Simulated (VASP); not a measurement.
# BaTiO3 (R3m) in VASP: a series of runs

Runs on BaTiO3. Level: PBEsol. Tasks: single point.

Program: VASP 6.6.1. These are calculated values, not measurements. Logs are shortened: lines on timing, memory, paths and dates and some standing lists are left out, and cuts for length are marked.

## (1) The cell of the first run

Symmetry: R3m, No. 160, trigonal system. The conventional cell has a = 5.636 Å, b = 5.636 Å, c = 7.002 Å, α = 90.00°, β = 90.00°, γ = 120.00°. Within 3.7 Å of Ba (site symmetry 3m) lie 12 O at 2.80 to 2.90 Å and 8 Ti at 3.39 to 3.61 Å. Ti (site symmetry 3m) has 6 O at 1.87 to 2.14 Å within 2.5 Å. O (site symmetry m) has 2 Ti at 1.87 to 2.14 Å within 2.5 Å.

## (2) Single point, PBEsol

INCAR reads:

```
PREC     = Accurate       # precision mode
ENCUT    = 520            # plane-wave cutoff, eV
EDIFF    = 1E-6           # SCF threshold, eV
ISMEAR   = -1             # smearing method
SIGMA    = 0.05           # smearing width, eV
LREAL    = F              # projectors in reciprocal space
LASPH    = T              # aspherical terms in the spheres
NELM     = 100            # most SCF steps
ALGO     = Normal         # electronic algorithm
ISIF     = 2              # what is computed and relaxed
LWAVE    = F              # write WAVECAR
LCHARG   = F              # write CHGCAR
GGA      = PS             # functional
NBANDS   = 28             # bands
```

KPOINTS reads:

```
Automatic mesh
0
Gamma
  6 6 6
```

POSCAR reads:

```
BaTiO3
1.0
    2.8179454333      1.6269387333      2.3339235579
   -2.8179454333      1.6269387333      2.3339235579
    0.0000000000     -3.2538774667      2.3339235579
Ba Ti O
1 1 3
Direct
    0.0000000000      0.0000000000      0.0000000000
    0.4845000000      0.4845000000      0.4845000000
    0.5086000000      0.5086000000      0.0175000000
    0.0175000000      0.5086000000      0.5086000000
    0.5086000000      0.0175000000      0.5086000000
```

Potentials or basis: VASP PAW PBE potentials, release 64 (Ba_sv, Ti_sv, O).

Run with:

```sh
> cat potpaw_PBE.64/Ba_sv/POTCAR potpaw_PBE.64/Ti_sv/POTCAR potpaw_PBE.64/O/POTCAR > POTCAR
> mpirun -np 1 vasp_std > vasp.out
```

OUTCAR:

```text
PREC = Accurate
   ENCUT = 520
   EDIFF = 1E-6
   ISMEAR = -1
   LREAL = F
   LASPH = T
   NELM = 100
   ISIF = 2
   GGA = PS

 ion  position               nearest neighbor table
   1  0.000  0.000  0.000-   3 2.80   4 2.80   5 2.80   4 2.82   5 2.82   5 2.82   4 2.82   3 2.82
                             3 2.82   3 2.90   4 2.90   5 2.90   2 3.39   2 3.42   2 3.42   2 3.42
   2  0.484  0.484  0.484-   3 1.87   4 1.87   5 1.87   3 2.14   4 2.14   5 2.14   1 3.39   1 3.42
                             1 3.42   1 3.42   1 3.49   1 3.49   1 3.49   1 3.61
   3  0.509  0.509  0.017-   2 1.87   2 2.14   1 2.80   1 2.82   1 2.82   1 2.90
   4  0.017  0.509  0.509-   2 1.87   2 2.14   1 2.80   1 2.82   1 2.82   1 2.90
   5  0.509  0.017  0.509-   2 1.87   2 2.14   1 2.80   1 2.82   1 2.82   1 2.90

  LATTYP: Found a trigonal (rhomboedric) cell.
 ALAT       =     4.0043657776
 COS(alpha) =     0.0095611396

  Lattice vectors:

 A1 = (   2.8179454333,   1.6269387333,   2.3339235579)
 A2 = (  -2.8179454333,   1.6269387333,   2.3339235579)
 A3 = (   0.0000000000,  -3.2538774667,   2.3339235579)

Analysis of symmetry for initial positions (statically):
=====================================================================
 Subroutine PRICEL returns:
 Original cell was already a primitive cell.

 Routine SETGRP: Setting up the symmetry group for a
 trigonal (rhombohedral) supercell.

 Subroutine GETGRP returns: Found  6 space group operations
 (whereof  6 operations were pure point group operations)
 out of a pool of 12 trial point group operations.

The static configuration has the point symmetry C_3v.

Analysis of symmetry for dynamics (positions and initial velocities):
=====================================================================
 Subroutine PRICEL returns:
 Original cell was already a primitive cell.

 Routine SETGRP: Setting up the symmetry group for a
 trigonal (rhombohedral) supercell.

 Subroutine GETGRP returns: Found  6 space group operations
 (whereof  6 operations were pure point group operations)
 out of a pool of 12 trial point group operations.

The dynamic configuration has the point symmetry C_3v.

 Subroutine INISYM returns: Found  6 space group operations
 (whereof  6 operations are pure point group operations),
 and found     1 'primitive' translations

----------------------------------------------------------------------------------------

                                     Primitive cell

  volume of cell :      64.2010

  direct lattice vectors                    reciprocal lattice vectors
     2.817945433  1.626938733  2.333923558     0.177434238  0.102441883  0.142821016
    -2.817945433  1.626938733  2.333923558    -0.177434238  0.102441883  0.142821016
     0.000000000 -3.253877467  2.333923558     0.000000000 -0.204883765  0.142821016

  length of vectors
     4.004365778  4.004365778  4.004362339     0.249750056  0.249750056  0.249750275

  position of ions in fractional coordinates (direct lattice)
     0.000000000  0.000000000  0.000000000
     0.484500000  0.484500000  0.484500000
     0.508600000  0.508600000  0.017500000
     0.017500000  0.508600000  0.508600000
     0.508600000  0.017500000  0.508600000

  ion indices of the primitive-cell ions
   primitive index   ion index
                 1           1
                 2           2
                 3           3
                 4           4
                 5           5

----------------------------------------------------------------------------------------

 KPOINTS: Automatic mesh

Automatic generation of k-mesh.
 Grid dimensions read from file:
 generate k-points for:    6    6    6

 Generating k-lattice:

  Cartesian coordinates                     Fractional coordinates (reciprocal lattice)
     0.029572373  0.017073647  0.023803503     0.166666667  0.000000000  0.000000000
    -0.029572373  0.017073647  0.023803503     0.000000000  0.166666667  0.000000000
     0.000000000 -0.034147294  0.023803503    -0.000000000 -0.000000000  0.166666667

  Length of vectors
     0.041625009  0.041625009  0.041625046

  Shift w.r.t. Gamma in fractional coordinates (k-lattice)
     0.000000000  0.000000000  0.000000000

 Subroutine IBZKPT returns following result:
 ===========================================

 Found     32 irreducible k-points:

 Following reciprocal coordinates:
            Coordinates               Weight
  0.000000  0.000000  0.000000      1.000000
  0.166667  0.000000  0.000000      6.000000
  0.333333  0.000000 -0.000000      6.000000
  0.500000  0.000000  0.000000      3.000000
  0.166667  0.166667 -0.000000      6.000000
  0.333333  0.166667  0.000000     12.000000
[... 16 lines left out ...]
  0.500000  0.500000  0.166667      6.000000
 -0.333333  0.500000  0.166667     12.000000
 [... further k-points ...]
   k-points           NKPTS =     32   k-points in BZ     NKDIM =     32   number of bands    NBANDS=     28
   number of dos      NEDOS =    301   number of ions     NIONS =      5
   total plane-waves  NPLWV =  27000
   dimension x,y,z NGX =    30 NGY =   30 NGZ =   30
   dimension x,y,z NGXF=    60 NGYF=   60 NGZF=   60
   ions per type =               1   1   3
   NGX,Y,Z   is equivalent  to a cutoff of  12.45, 12.45, 12.45 a.u.
   NGXF,Y,Z  is equivalent  to a cutoff of  24.91, 24.91, 24.91 a.u.
 SYSTEM =  unknown system
   PREC   = accura    normal or accurate (medium, high low for compatibility)
   ISTART =      0    job   : 0-new  1-cont  2-samecut
   ICHARG =      2    charge: 1-file 2-atom 10-const
   ISPIN  =      1    spin polarized calculation?
   LNONCOLLINEAR =      F non collinear calculations
   LSORBIT =      F    spin-orbit coupling
   LASPH  =      T    aspherical Exc in radial PAW
   ENCUT  =  520.0 eV  38.22 Ry    6.18 a.u.   7.45  7.45  7.45*2*pi/ulx,y,z
   NELM   =    100;   NELMIN=  2; NELMDL= -5     # of ELM steps
   EDIFF  = 0.1E-05   stopping-criterion for ELM
   LREAL  =      F    real-space projection
   EDIFFG = 0.1E-04   stopping-criterion for IOM
   NSW    =      0    number of steps for IOM
   IBRION =     -1    ionic relax: 0-MD 1-quasi-New 2-CG
   NFREE  =      0    steps in history (QN), initial steepest desc. (CG)
   ISIF   =      2    stress and relaxation
   ISYM   =      2    0-nonsym 1-usesym 2-fastsym
   POTIM  = 0.5000    time-step for ionic-motion
   TEBEG  =    0.0;   TEEND  =   0.0 temperature during run
   PSTRESS=    0.0 pullay stress
   NELECT =      40.0000    total number of electrons
   NUPDOWN=      -1.0000    fix difference up-down
   EMIN   =  10.00;   EMAX   =-10.00  energy-range for DOS
   EFERMI =   0.00;   METHOD = LEGACY
   ISMEAR =    -1;   SIGMA  =   0.05  broadening in eV -4-tet -1-fermi 0-gaus
   EFERMI_NEDOS =   21; number of points for ismear=-14 and -15
   IALGO  =     38    algorithm
   IMIX   =      4    mixing-type and parameters
     AMIX     =   0.40;   BMIX     =  1.00
     AMIX_MAG =   1.60;   BMIX_MAG =  1.00
  volume/ion in A,a.u.               =      12.84        86.65
  Fermi-wavevector in a.u.,A,eV,Ry     =   1.398237  2.642286 26.600316  1.955068
  Thomas-Fermi vector in A             =   2.521415
   LORBIT       =      0    0 simple, 1 ext, 2 COOP (PROOUT), +10 PAW based schemes
   GGA     = PS    functional components
   LHFCALC =     F    Hartree Fock is set to
   AEXX    =    0.0000 exact exchange contribution
   IVDW    =     0    specifies the selected vdW correction
   LEPSILON=     F    determine dielectric tensor
   LRPA    =     F    only Hartree local field effects (RPA)
 non-spin polarized calculation
  energy-cutoff  :      520.00
  volume of cell :       64.20
 maximum number of plane-waves:      1755
 NGX is ok and might be reduce to    30
   NGX = 15   NGY = 15   NGZ = 15

 number of electron      39.9999999 magnetization

 Free energy of the ion-electron system (eV)
  ---------------------------------------------------
  ext. energy  EPLUGINS =         0.00000000
  ---------------------------------------------------
  free energy    TOTEN  =       -42.00268196 eV

  energy without entropy =      -42.00268196  energy(sigma->0) =      -42.00268196

 E-fermi :   4.6774     XC(G=0): -11.4929

 val. band max:        3.6143406079   @ k =   0.5000   0.5000   0.5000
 cond. band min:       5.9555688043   @ k =   0.0000   0.0000   0.0000
 fundamental gap:      2.3412281964
 Fermi energy:         4.6773955941

 k-point     1 :       0.0000    0.0000    0.0000
  band No.  band energies     occupation
      1     -52.3977      2.00000
      2     -28.7720      2.00000
      3     -28.7719      2.00000
      4     -28.7596      2.00000
      5     -21.1281      2.00000
      6     -13.1227      2.00000
[... 20 lines left out ...]
     27       8.5547      0.00000
     28      10.7880      0.00000

 k-point     2 :       0.1667    0.0000    0.0000
  band No.  band energies     occupation
      1     -52.3974      2.00000
      2     -28.7833      2.00000
      3     -28.7714      2.00000
      4     -28.7615      2.00000
      5     -21.0983      2.00000
      6     -13.1458      2.00000
[... 20 lines left out ...]
     27       9.0924      0.00000
     28      11.4504      0.00000

 k-point     3 :       0.3333    0.0000   -0.0000
  band No.  band energies     occupation
      1     -52.3968      2.00000
      2     -28.8097      2.00000
      3     -28.7703      2.00000
      4     -28.7614      2.00000
      5     -21.0375      2.00000
      6     -13.2747      2.00000
[... 20 lines left out ...]
     27      10.3490      0.00000
     28      11.9012      0.00000

 k-point     4 :       0.5000    0.0000    0.0000
  band No.  band energies     occupation
      1     -52.3966      2.00000
      2     -28.8231      2.00000
      3     -28.7698      2.00000
      4     -28.7610      2.00000
      5     -21.0064      2.00000
      6     -13.3606      2.00000
[... 578 lines left out ...]
     27      11.0289      0.00000
     28      12.0351      0.00000

 k-point    23 :       0.5000    0.5000    0.1667
  band No.  band energies     occupation
      1     -52.3953      2.00000
      2     -28.8219      2.00000
      3     -28.8151      2.00000
      4     -28.7759      2.00000
      5     -20.9127      2.00000
      6     -12.6329      2.00000
[... 20 lines left out ...]
     27      12.1065      0.00000
     28      12.4624      0.00000

 k-point    24 :      -0.3333    0.5000    0.1667
  band No.  band energies     occupation
      1     -52.3955      2.00000
      2     -28.8201      2.00000
      3     -28.8049      2.00000
      4     -28.7762      2.00000
      5     -20.9315      2.00000
      6     -12.8134      2.00000
[... 20 lines left out ...]
     27      11.7414      0.00000
     28      12.2164      0.00000

 [... further k-points ...]

------------------------ aborting loop because EDIFF is reached ----------------------------------------

  FORCE on cell =-STRESS in cart. coord.  units (eV):
  Direction    XX          YY          ZZ          XY          YZ          ZX
  --------------------------------------------------------------------------------------
  -------------------------------------------------------------------------------------
  Total        0.6115826      0.6115805     -0.3955193      0.0000000      0.0000000      0.0000000
  in kB       15.2624436     15.2623907     -9.8704429      0.0000000      0.0000000      0.0000000
  external PRESSURE =       6.8847972 kB  Pullay stress =       0.0000000 kB

 VOLUME and BASIS-vectors are now :
 -----------------------------------------------------------------------------
  energy-cutoff  :      520.00
  volume of cell :       64.20
      direct lattice vectors                 reciprocal lattice vectors
     2.817945433  1.626938733  2.333923558     0.177434238  0.102441883  0.142821016
    -2.817945433  1.626938733  2.333923558    -0.177434238  0.102441883  0.142821016
     0.000000000 -3.253877467  2.333923558     0.000000000 -0.204883765  0.142821016

 POSITION                                       TOTAL-FORCE (eV/Angst)
 -----------------------------------------------------------------------------------
      0.00000      0.00000      0.00000         0.000000      0.000000     -0.124588
      0.00000     -0.00000      3.39236         0.000000     -0.000000      0.115024
      0.00000      1.59798      2.41491         0.000000      0.116331      0.003188
     -1.38389     -0.79899      2.41491        -0.100746     -0.058166      0.003188
      1.38389     -0.79899      2.41491         0.100746     -0.058166      0.003188
 -----------------------------------------------------------------------------------
    total drift:                                0.000000      0.000068      0.000449

  FREE ENERGIE OF THE ION-ELECTRON SYSTEM (eV)
  ---------------------------------------------------
  free  energy   TOTEN  =       -42.0026819573 eV

  energy  without entropy=      -42.0026819572  energy(sigma->0) =      -42.00268196
```

Run time: 1.7 min. Hardware: 1 thread of Intel Xeon 8259CL, shared host; peak memory 0.21 GiB.

Results:

| Property | Result |
| --- | --- |
| Free energy | -42.0027 eV |
| Pressure | 0.7 GPa |
| Largest force | 0.125 eV/Å |
| Band gap on the k mesh | 2.34 eV (least direct gap 2.71 eV) |

Forces on the atoms (eV/Å):
```
Ba   0.000  0.000 -0.125
Ti   0.000  0.000  0.115
O    0.000  0.116  0.003
O   -0.101 -0.058  0.003
O    0.101 -0.058  0.003
```

Stress tensor (GPa, compression positive):
```
 1.53  0.00  0.00
 0.00  1.53  0.00
 0.00  0.00 -0.99
```

Levels at points of the mesh, in eV from the valence-band top:
| k point | band 16 | band 17 | band 18 | band 19 | band 20 | band 21 | band 22 | band 23 | band 24 | band 25 |
| --- | --- | --- | --- | --- | --- | --- | --- | --- | --- | --- |
| (0.00, 0.00, 0.00) | -1.33 | -1.05 | -0.57 | -0.37 | -0.37 | 2.34 | 2.34 | 2.52 | 4.53 | 4.53 |
| (0.50, 0.00, 0.00) | -2.13 | -1.69 | -1.66 | -0.99 | -0.80 | 2.53 | 3.81 | 3.89 | 4.49 | 6.19 |
| (0.50, 0.50, 0.00) | -2.74 | -1.63 | -0.90 | -0.83 | -0.09 | 3.87 | 3.89 | 4.21 | 5.08 | 7.77 |
| (0.50, 0.50, 0.50) | -2.37 | -2.37 | 0.00 | 0.00 | 0.00 | 4.36 | 4.50 | 4.50 | 6.51 | 6.51 |

Caveat: the PAW data sets were made with another functional, which shifts forces and pressure a little; spin-orbit coupling is left out, which moves the levels of the heavy elements. A hybrid or GW would open this gap; PBEsol tends to underestimate it.

## (3) Single point, PBEsol

INCAR reads:

```
ALGO = Normal
EDIFF = 1E-6
ENCUT = 520
GGA = PS
ISIF = 2
ISMEAR = -1
LASPH = T
LCHARG = F
LREAL = F
LWAVE = F
NBANDS = 28
NELM = 60
PREC = Accurate
SIGMA = 0.05
```

KPOINTS reads:

```
k-points
0
Gamma
  6 6 6
```

POSCAR: that of step 2 with these lines changed.

```diff
@@ -2,5 +2,5 @@
 1.0
-    2.8179454333      1.6269387333      2.3339235579
-   -2.8179454333      1.6269387333      2.3339235579
-    0.0000000000     -3.2538774667      2.3339235579
+    2.8273700000      1.6323800000      2.3183900000
+   -2.8273700000      1.6323800000      2.3183900000
+    0.0000000000     -3.2647600000      2.3183900000
 Ba Ti O
```

Potentials or basis: VASP PAW PBE potentials, release 64 (Ba_sv, Ti_sv, O).

Run with:

```sh
> cat potpaw_PBE.64/Ba_sv/POTCAR potpaw_PBE.64/Ti_sv/POTCAR potpaw_PBE.64/O/POTCAR > POTCAR
> mpirun -np 1 vasp_std > vasp.out
```

Run time: 99 s. Hardware: 1 thread of Intel Xeon 8259CL, shared host; peak memory 0.21 GiB.

The run converged. Its results:

- Free energy: -42.0063 eV
- Pressure: 0.6 GPa
- Largest force: 0.142 eV/Å
- Band gap on the k mesh: 2.34 eV (least direct gap 2.74 eV)

Forces on the atoms (eV/Å):
```
Ba   0.000  0.000 -0.126
Ti   0.000  0.000  0.142
O    0.000  0.095 -0.005
O   -0.083 -0.048 -0.005
O    0.083 -0.048 -0.005
```

Stress tensor (GPa, compression positive):
```
0.67 0.00 0.00
0.00 0.67 0.00
0.00 0.00 0.48
```

Levels at points of the mesh, in eV from the valence-band top:
```
           k point  band 18  band 19  band 20  band 21  band 22  band 23
(0.00, 0.00, 0.00)    -0.54    -0.40    -0.40     2.34     2.34     2.48
(0.50, 0.00, 0.00)    -1.66    -0.97    -0.84     2.52     3.79     3.88
(0.50, 0.50, 0.00)    -0.90    -0.85    -0.10     3.86     3.86     4.19
(0.50, 0.50, 0.50)    -0.02    -0.02     0.00     4.34     4.49     4.49
```

Caveat: the PAW data sets were made with another functional, which shifts forces and pressure a little; spin-orbit coupling is left out, which moves the levels of the heavy elements.

[end of part 1 of 2]
